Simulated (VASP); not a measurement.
Here is a VASP 6.6.1 calculation.

The input INCAR:

```
PREC     = Accurate       # precision mode
ENCUT    = 520            # plane-wave cutoff, eV
EDIFF    = 1E-7           # SCF threshold, eV
ISMEAR   = 0              # smearing method
SIGMA    = 0.05           # smearing width, eV
LREAL    = False          # projectors in reciprocal space
LASPH    = True           # aspherical terms in the spheres
NELM     = 100            # most SCF steps
ALGO     = Normal         # electronic algorithm
ISIF     = 2              # what is computed and relaxed
LWAVE    = False          # write WAVECAR
LCHARG   = False          # write CHGCAR
GGA      = B5             # functional
ALDAX    = 1.0          
AGGAX    = 1.0          
AGGAC    = 1.0          
ALDAC    = 0.0          
NBANDS   = 15             # bands
```

File KPOINTS:

```
regular mesh
0
Gamma
  8 8 8
```

POSCAR

```
SrO
1.0
    0.0000000000      2.5697984671      2.5697984671
    2.5697984671      0.0000000000      2.5697984671
    2.5697984671      2.5697984671      0.0000000000
Sr O
1 1
Direct
    0.5000000000      0.5000000000      0.5000000000
    0.0000000000      0.0000000000      0.0000000000
```

Potentials or basis: VASP PAW PBE potentials, release 64 (Sr_sv, O).

Command:

```sh
$ cat potpaw_PBE.64/Sr_sv/POTCAR potpaw_PBE.64/O/POTCAR > POTCAR
$ mpirun -np 1 vasp_std > vasp.out
```

(1) Estimate the band gap on the k mesh.

(2) Estimate the pressure.

Answers

(1) 3.39 eV, indirect (least direct gap 3.48 eV).

(2) 6.4 GPa.

Caveat: the PAW data sets were made with another functional, which shifts forces and pressure a little.
